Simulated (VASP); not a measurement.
# AlN (P6_3mc) in VASP: elastic constants with LDA

Aim: the elastic constants of AlN with LDA.

Everything below comes from runs of VASP 6.6.1. Logs are shortened: lines on timing, memory, paths and dates and some standing lists are left out, and cuts for length are marked.

**1. The cell of the first run**

The structure is hexagonal, space group P6_3mc (No. 186). The conventional cell has a = 3.089 Å, b = 3.089 Å, c = 4.943 Å, α = 90.00°, β = 90.00°, γ = 120.00°. Al (site symmetry 3m) has 4 N at 1.88 to 1.89 Å within 2.5 Å. N (site symmetry 3m) has 4 Al at 1.88 to 1.89 Å within 2.5 Å.

**2. Elastic constants, LDA**

INCAR

```
ALGO     = Normal         # electronic algorithm
EDIFF    = 1E-8           # SCF threshold, eV
ENCUT    = 600            # plane-wave cutoff, eV
IBRION   = 6              # ionic algorithm
ISIF     = 3              # what is computed and relaxed
ISMEAR   = 0              # smearing method
LASPH    = True           # aspherical terms in the spheres
LCHARG   = False          # write CHGCAR
LREAL    = False          # projectors in reciprocal space
LWAVE    = False          # write WAVECAR
NBANDS   = 16             # bands
NELM     = 80             # most SCF steps
NFREE    = 2            
NSW      = 1              # ionic steps
POTIM    = 0.015          # step
PREC     = Accurate       # precision mode
SIGMA    = 0.01           # smearing width, eV
```

KPOINTS

```
k-points
0
Gamma
  9 9 6
```

POSCAR

```
AlN
1.0
    3.0887574412      0.0000000000      0.0000000000
   -1.5443787206      2.6749424102      0.0000000000
    0.0000000000      0.0000000000      4.9433118481
Al N
2 2
Direct
    0.3333333333      0.6666666667     -0.0009916330
    0.6666666667      0.3333333333      0.4990083670
    0.3333333333      0.6666666667      0.3809916330
    0.6666666667      0.3333333333      0.8809916330
```

Potentials or basis: VASP PAW LDA potentials, release 64 (Al, N).

Started as:

```console
> cat potpaw_LDA.64/Al/POTCAR potpaw_LDA.64/N/POTCAR > POTCAR
> mpirun -np 1 vasp_std > vasp.out
```

OUTCAR:

```text
EDIFF = 1E-8
   ENCUT = 600
   IBRION = 6
   ISIF = 3
   ISMEAR = 0
   LASPH = True
   LREAL = False
   NELM = 80
   NFREE = 2
   NSW = 1
   POTIM = 0.015
   PREC = Accurate

 ion  position               nearest neighbor table
   1  0.333  0.667  0.999-   4 1.88   4 1.88   4 1.88   3 1.89   2 3.05   2 3.05   2 3.05   2 3.05
                             2 3.05   2 3.05
   2  0.667  0.333  0.499-   3 1.88   3 1.88   3 1.88   4 1.89   1 3.05   1 3.05   1 3.05   1 3.05
                             1 3.05   1 3.05
   3  0.333  0.667  0.381-   2 1.88   2 1.88   2 1.88   1 1.89
   4  0.667  0.333  0.881-   1 1.88   1 1.88   1 1.88   2 1.89

  LATTYP: Found a hexagonal cell.
 ALAT       =     3.0887574412
 C/A-ratio  =     1.6004208625

  Lattice vectors:

 A1 = (   3.0887574412,   0.0000000000,   0.0000000000)
 A2 = (  -1.5443787206,   2.6749424102,   0.0000000000)
 A3 = (   0.0000000000,   0.0000000000,   4.9433118481)

Analysis of symmetry for initial positions (statically):
=====================================================================
 Subroutine PRICEL returns:
 Original cell was already a primitive cell.

 Routine SETGRP: Setting up the symmetry group for a
 hexagonal supercell.

 Subroutine GETGRP returns: Found 12 space group operations
 (whereof  6 operations were pure point group operations)
 out of a pool of 24 trial point group operations.

The static configuration has the point symmetry C_3v.
 The point group associated with its full space group is C_6v.

Analysis of symmetry for dynamics (positions and initial velocities):
=====================================================================
 Subroutine PRICEL returns:
 Original cell was already a primitive cell.

 Routine SETGRP: Setting up the symmetry group for a
 hexagonal supercell.

 Subroutine GETGRP returns: Found 12 space group operations
 (whereof  6 operations were pure point group operations)
 out of a pool of 24 trial point group operations.

The dynamic configuration has the point symmetry C_3v.
 The point group associated with its full space group is C_6v.

 Subroutine INISYM returns: Found 12 space group operations
 (whereof  6 operations are pure point group operations),
 and found     1 'primitive' translations

----------------------------------------------------------------------------------------

                                     Primitive cell

  volume of cell :      40.8429

  direct lattice vectors                    reciprocal lattice vectors
     3.088757441  0.000000000  0.000000000     0.323754785  0.186919912  0.000000000
    -1.544378721  2.674942410  0.000000000     0.000000000  0.373839824  0.000000000
     0.000000000  0.000000000  4.943311848     0.000000000  0.000000000  0.202293529

  length of vectors
     3.088757441  3.088757441  4.943311848     0.373839824  0.373839824  0.202293529

  position of ions in fractional coordinates (direct lattice)
     0.333333333  0.666666667  0.999008367
     0.666666667  0.333333333  0.499008367
     0.333333333  0.666666667  0.380991633
     0.666666667  0.333333333  0.880991633

  ion indices of the primitive-cell ions
   primitive index   ion index
                 1           1
                 2           2
                 3           3
                 4           4

----------------------------------------------------------------------------------------
[... 123 lines left out ...]

  FORCE on cell =-STRESS in cart. coord.  units (eV):
  Direction    XX          YY          ZZ          XY          YZ          ZX
  --------------------------------------------------------------------------------------
  -------------------------------------------------------------------------------------
  Total        0.1411943      0.1411943      0.1354103      0.0000000      0.0000000      0.0000000
  in kB        5.5387473      5.5387473      5.3118539      0.0000000      0.0000000      0.0000000
  external PRESSURE =       5.4631162 kB  Pullay stress =       0.0000000 kB
[... 95 lines left out ...]
  FREE ENERGIE OF THE ION-ELECTRON SYSTEM (eV)
  ---------------------------------------------------
  free  energy   TOTEN  =       -32.8259166338 eV

  energy  without entropy=      -32.8259166338  energy(sigma->0) =      -32.82591663

[... ionic steps 4 to 18 ...]

--------------------------------------- Ionic step       19  -------------------------------------------

 number of electron      15.9999999 magnetization

------------------------ aborting loop because EDIFF is reached ----------------------------------------
[... 71 lines left out ...]
--------------------------------------- Ionic step       21  -------------------------------------------

 number of electron      16.0000000 magnetization

 Free energy of the ion-electron system (eV)
  ---------------------------------------------------
  ext. energy  EPLUGINS =         0.00000000
  ---------------------------------------------------
  free energy    TOTEN  =       -32.83991690 eV

  energy without entropy =      -32.83991690  energy(sigma->0) =      -32.83991690

 E-fermi :   6.1769     XC(G=0): -11.3431

 val. band max:        6.0897664703   @ k =   0.0000   0.0000   0.0000
 cond. band min:      10.5351221601   @ k =   0.0000   0.0000   0.0000
 fundamental gap:      4.4453556899
 Fermi energy:         6.1769448357

 k-point     1 :       0.0000    0.0000    0.0000
  band No.  band energies     occupation
      1      -9.0592      2.00000
      2      -6.7641      2.00000
      3      -0.0478      2.00000
      4       5.2344      2.00000
      5       5.2344      2.00000
      6       5.8964      2.00000
[... 433 lines left out ...]
      3       1.2558      2.00000
      4       1.8476      2.00000
      5       1.8562      2.00000
      6       3.3359      2.00000
[... 8 lines left out ...]
     15      19.1674      0.00000
     16      21.2708      0.00000

 [... further k-points ...]

------------------------ aborting loop because EDIFF is reached ----------------------------------------

  FORCE on cell =-STRESS in cart. coord.  units (eV):
  Direction    XX          YY          ZZ          XY          YZ          ZX
  --------------------------------------------------------------------------------------
  -------------------------------------------------------------------------------------
  Total        0.0526275      0.0526275      0.3435670      0.0000000      0.0000000      0.0000000
  in kB        2.0644638      2.0644638     13.4773891      0.0000000      0.0000000      0.0000000
  external PRESSURE =       5.8687722 kB  Pullay stress =       0.0000000 kB
[... 19 lines left out ...]
  FREE ENERGIE OF THE ION-ELECTRON SYSTEM (eV)
  ---------------------------------------------------
  free  energy   TOTEN  =       -32.8399169006 eV

  energy  without entropy=      -32.8399169006  energy(sigma->0) =      -32.83991690

 INTERNAL STRAIN TENSORS FROM STRAINED CELLS
 ============================================

 INTERNAL STRAIN TENSOR FOR ION    1 for displacements in x,y,z  (eV/Angst):
          X           Y           Z          XY          YZ          ZX
  --------------------------------------------------------------------------------
  x     0.00000     0.00000    -0.00000    -9.67173     0.00000    -5.74524
  y    -9.69947     9.71934     0.00000    -0.00004    -5.73682    -0.00001
  z    -5.99146    -6.00326    13.31533    -0.00033    -0.00611    -0.00021

 INTERNAL STRAIN TENSORS FROM DISPLACED ATOMS
 ============================================

 INTERNAL STRAIN TENSOR FOR ION    1 for displacements in x,y,z  (eV/Angst):
          X           Y           Z          XY          YZ          ZX
  --------------------------------------------------------------------------------
  x     0.00000    -0.00000    -0.00000    -9.68616     0.00000    -5.74063
  y    -9.68616     9.68616     0.00000     0.00000    -5.74063     0.00000
  z    -5.97344    -5.97344    13.25854     0.00000     0.00000     0.00000

 INTERNAL STRAIN TENSOR FOR ION    4 for displacements in x,y,z  (eV/Angst):
          X           Y           Z          XY          YZ          ZX
  --------------------------------------------------------------------------------
  x     0.00000     0.00000     0.00000    11.27363     0.00000     5.74363
  y    11.27363   -11.27363     0.00000     0.00000     5.74363    -0.00000
  z     5.97804     5.97804   -13.26491     0.00000     0.00000     0.00000

 Eigenvectors and eigenvalues of the dynamical matrix
 ----------------------------------------------------

   1 f  =   21.992298 THz   138.181684 2PiTHz  733.584099 cm-1    90.952795 meV
             X         Y         Z           dx          dy          dz
     -0.000000  1.783295  4.938410     0.000000   -0.000000    0.011021
      1.544379  0.891647  2.466754     0.000000   -0.000000   -0.011021
     -0.000000  1.783295  1.883360    -0.000000    0.000000   -0.707021
      1.544379  0.891647  4.355016    -0.000000    0.000000    0.707021
[... 71 lines left out ...]
  12 f/i=    0.000728 THz     0.004571 2PiTHz    0.024267 cm-1     0.003009 meV
             X         Y         Z           dx          dy          dz
     -0.000000  1.783295  4.938410    -0.000000   -0.000000   -0.573727
      1.544379  0.891647  2.466754    -0.000000   -0.000000   -0.573727
     -0.000000  1.783295  1.883360    -0.000000   -0.000000   -0.413325
      1.544379  0.891647  4.355016    -0.000000   -0.000000   -0.413325

--------------------------------------------------------------------------------------------------------

 ELASTIC MODULI CONTR FROM IONIC RELAXATION (kBar)
 Direction    XX          YY          ZZ          XY          YZ          ZX
 --------------------------------------------------------------------------------
 XX        -801.4180    380.3712    467.2067      0.0000     -0.0000      0.0000
 YY         380.3712   -801.4180    467.2067     -0.0000      0.0000     -0.0000
 ZZ         467.2067    467.2067  -1036.8543      0.0000      0.0000      0.0000
 XY           0.0000     -0.0000      0.0000   -590.8946      0.0000      0.0000
 YZ          -0.0000      0.0000      0.0000      0.0000   -162.8032      0.0000
 ZX           0.0000     -0.0000      0.0000      0.0000      0.0000   -162.8032
 --------------------------------------------------------------------------------

 TOTAL ELASTIC MODULI (kBar)
 Direction    XX          YY          ZZ          XY          YZ          ZX
 --------------------------------------------------------------------------------
 XX        3985.9301   1464.0550   1140.4400      0.0000     -0.0000      0.0000
 YY        1464.0550   3985.9301   1140.4400     -0.0000      0.0000     -0.0000
 ZZ        1140.4400   1140.4400   3715.0730      0.0000      0.0000      0.0000
 XY           0.0000     -0.0000      0.0000   1260.9375      0.0000      0.0000
 YZ          -0.0000      0.0000      0.0000      0.0000   1153.7724      0.0000
 ZX           0.0000     -0.0000      0.0000      0.0000      0.0000   1153.7724
 --------------------------------------------------------------------------------
```

It took 8.6 min on 1 thread of AMD EPYC 9R45 (Zen 5), shared host; peak memory 0.36 GiB.

Results:

| Quantity | Value |
| --- | --- |
| Voigt bulk modulus | 213 GPa |
| Highest phonon frequency at Γ, LO-TO splitting left out | 734 cm⁻¹ |

Phonon frequencies in cm⁻¹ (negative: imaginary):
```tsv
q point	frequencies
(0.000, 0.000, 0.000)	0 0 0 239 239 555 627 674 674 685 685 734
```

Elastic tensor in Voigt notation (GPa, in the Cartesian axes of the cell as first typed):
```
399 146 114   0   0   0
146 399 114   0   0   0
114 114 372   0   0   0
  0   0   0 115   0   0
  0   0   0   0 115   0
  0   0   0   0   0 126
```

Clamped-ion elastic tensor (GPa):
```
479 108  67   0   0   0
108 479  67   0   0   0
 67  67 475   0   0   0
  0   0   0 132   0   0
  0   0   0   0 132   0
  0   0   0   0   0 185
```
